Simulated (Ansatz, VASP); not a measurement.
Two plane-wave programs on Ru

INCAR

```
SYSTEM = Ru
ALGO = Normal
EDIFF = 1E-6
ENCUT = 500
GGA = PS
GGA_COMPAT = .False.
ISIF = 2
ISMEAR = 0
LASPH = .True.
LCHARG = .False.
LREAL = .False.
LWAVE = .False.
NBANDS = 13
NELM = 120
PREC = Accurate
SIGMA = 0.1
```

Contents of KPOINTS:

```
k-points
0
Gamma
  30 30 30
  0 0 0
```

The input POSCAR:

```
Ru
1.0
   -1.5092818654      1.5092818654      1.5092818654
    1.5092818654     -1.5092818654      1.5092818654
    1.5092818654      1.5092818654     -1.5092818654
Ru
1
Direct
    0.0000000000      0.0000000000      0.0000000000
```

Input for Ansatz:

```yaml
crystal:
  lattice:
    - [-1.5092818654, 1.5092818654, 1.5092818654]
    - [1.5092818654, -1.5092818654, 1.5092818654]
    - [1.5092818654, 1.5092818654, -1.5092818654]
  atoms:
    - { symbol: Ru, position: [0.0, 0.0, 0.0] }
basis:
  ecutwfc: 420
kpoints:
  mp_grid: { grid: [30, 30, 30] }
hamiltonian:
  xc: pbesol
  pseudopotentials: { kind: paw, azcp: { folder: soft_1 } }
scf:
  occupations: { method: gaussian, width: 0.1 }
output:
  forces: true
  stress: true
  eigenvalues: true
```

Alike in both runs: task single point; functional PBEsol; k mesh 30 × 30 × 30; occupations gaussian, width 0.1 eV; no spin polarisation.

|  | VASP | Ansatz |
| --- | --- | --- |
| version | VASP 6.6.1 | Ansatz 0.2.0 |
| potentials or method | VASP PAW PBE potentials, release 64 (Ru_pv), cutoff 500 eV | scalar-relativistic, plane waves, PAW |
| valence electrons in the cell | 14 | 16 |

```csv
,VASP,Ansatz,Ansatz less VASP
gap on the k mesh at the Fermi level (eV),none,none,-
pressure (GPa),-0.2,-0.1,+0.11
```

VASP's potentials were made for PBE, not for PBEsol, and Ansatz warns of the same on its side. A gap of «none» marks a metal or a gap that the smearing closes. VASP's potentials hold 14 valence electrons a cell and Ansatz's 16, so a difference there can come from the potentials and not from the codes.
